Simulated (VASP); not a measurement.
Set up this calculation in VASP 6.6.1, as the native input.

| Property | Result |
| --- | --- |
| Task | single point |
| Functional | LDA |
| Potentials or basis | VASP PAW LDA potentials, release 64 (Mg, O) |
| Cutoff | 520 eV |
| k mesh | 9 × 9 × 8 |
| Occupations | gaussian, width 0.05 eV |
| Spin | no spin polarisation |
| Dipole correction | no |
| Further INCAR settings | ALGO = Normal; EDIFF = 1e-07; NBANDS = 11 |

The structure of MgO lies in POSCAR:

```
MgO
1.0
    2.9820912170      0.0000000000      0.0000000000
   -1.4910456085      2.5825667503      0.0000000000
    0.0000000000      0.0000000000      2.5992896000
Mg O
1 1
Direct
    0.0000000000      0.0000000000      0.0000000000
    0.3333333333      0.6666666667      0.5000000000
```

This cell differs from its parent crystal: strain +0.015 along x and y, -0.030 along z.

The input as run:

INCAR

```
PREC = Accurate ; ENCUT = 520
EDIFF = 1E-7 ; ISMEAR = 0
SIGMA = 0.05 ; LREAL = F
LASPH = T ; NELM = 80
ALGO = Normal ; ISIF = 2
LWAVE = F ; LCHARG = F
GGA = CA ; NBANDS = 11
```

KPOINTS

```
regular mesh
0
Gamma
  9 9 8
```

Potentials or basis: VASP PAW LDA potentials, release 64 (Mg, O).

The run is started by

```sh
$ cat potpaw_LDA.64/Mg/POTCAR potpaw_LDA.64/O/POTCAR > POTCAR
$ mpirun -np 1 vasp_std > vasp.out
```

Results of the run:

The pressure is -9.7 GPa and the band gap on the k mesh is 2.63 eV, indirect (least direct gap 2.96 eV).

Caveat: the cell differs from its parent crystal (strain +0.015 along x and y, -0.030 along z).

Wall time 3.8 s on 1 thread of Intel(R) Xeon(R) 6975P-C (Granite Rapids), on a shared host, peak memory 0.13 GiB.
